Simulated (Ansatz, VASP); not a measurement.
## Two plane-wave programs on HfC

```xyz
2
Lattice="0.0000 2.2936 2.2936 2.2936 0.0000 2.2936 2.2936 2.2936 0.0000" Properties=species:S:1:pos:R:3 pbc="T T T"
Hf    2.2936    2.2936    2.2936
C     0.0000    0.0000    0.0000
```

Change from the starting cell: volume scaled by 0.96, PAW files.

Alike in both runs: task electric field gradients; functional PBE; k mesh 15 × 15 × 15; occupations fermi-dirac, width 0.05 eV; no spin polarisation.

|  | VASP | Ansatz |
| --- | --- | --- |
| version | VASP 6.6.1 | Ansatz 0.2.0 |
| potentials or method | VASP PAW PBE potentials, release 64 (Hf_pv, C) | PAW with Ansatz's default frozen-core files, scalar-relativistic |
| plane-wave cutoff (eV) | 520 | 420 |
| valence electrons in the cell | 14 | 30 |

```tsv
	VASP	Ansatz	Ansatz less VASP
pressure (GPa)	10.1	10.6	+0.49
```

VASP's potentials hold 14 valence electrons a cell and Ansatz's 30, so a difference there can come from the potentials and not from the codes.

Neither program's run includes spin-orbit coupling.
